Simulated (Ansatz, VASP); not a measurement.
Two plane-wave programs on Te

INCAR

```
SYSTEM = Te
  ALGO = Normal
  EDIFF = 1E-6
  ENCUT = 520
  GGA = RP
  ISIF = 2
  ISMEAR = -1
  LASPH = .True.
  LCHARG = .False.
  LREAL = .False.
  LWAVE = .False.
  NBANDS = 9
  NELM = 100
  PREC = Accurate
  SIGMA = 0.1
```

KPOINTS

```
k-points
0
Gamma
  11 11 11
  0 0 0
```

Contents of POSCAR:

```
Te
1.0
    3.3143692830      0.0000000000      0.0000000000
    0.0000000000      3.3143692830      0.0000000000
    0.0000000000      0.0000000000      3.3143692830
Te
1
Direct
    0.0000000000      0.0000000000      0.0000000000
```

Input for Ansatz:

```yaml
crystal:
  lattice:
    - [3.314369283, 0.0, 0.0]
    - [0.0, 3.314369283, 0.0]
    - [0.0, 0.0, 3.314369283]
  atoms:
    - { symbol: Te, position: [0.0, 0.0, 0.0] }
hamiltonian:
  xc: rpbe
  pseudopotentials:
    kind: paw
    azcp:
      Te: "pseudopotentials/Te.paw.azcp"
basis:
  ecutwfc: 420
  fft_grid_basis: typed
kpoints:
  mp_grid: { grid: [11, 11, 11], shift: [0, 0, 0] }
magnetization:
  spin_polarized: false
scf:
  occupations: { method: fermi_dirac, width: 0.1 }
  lower_state_search: "off"
output:
  stress: true
```

Alike in both runs: task single point; functional RPBE; k mesh 11 × 11 × 11; occupations fermi-dirac, width 0.1 eV; no spin polarisation.

```csv
,VASP,Ansatz
version,VASP 6.6.1,Ansatz 0.2.0
potentials or method,"VASP PAW PBE potentials, release 64 (Te), cutoff 520 eV","plane waves (420 eV) with PAW, scalar-relativistic"
valence electrons in the cell,6,16
```

```csv
,VASP,Ansatz,Ansatz less VASP
pressure (GPa),-3.0,-2.9,+0.06
```

VASP's potentials were made for PBE, not for RPBE. VASP's potentials hold 6 valence electrons a cell and Ansatz's 16, so a difference there can come from the potentials and not from the codes.

Spin-orbit coupling is off throughout.
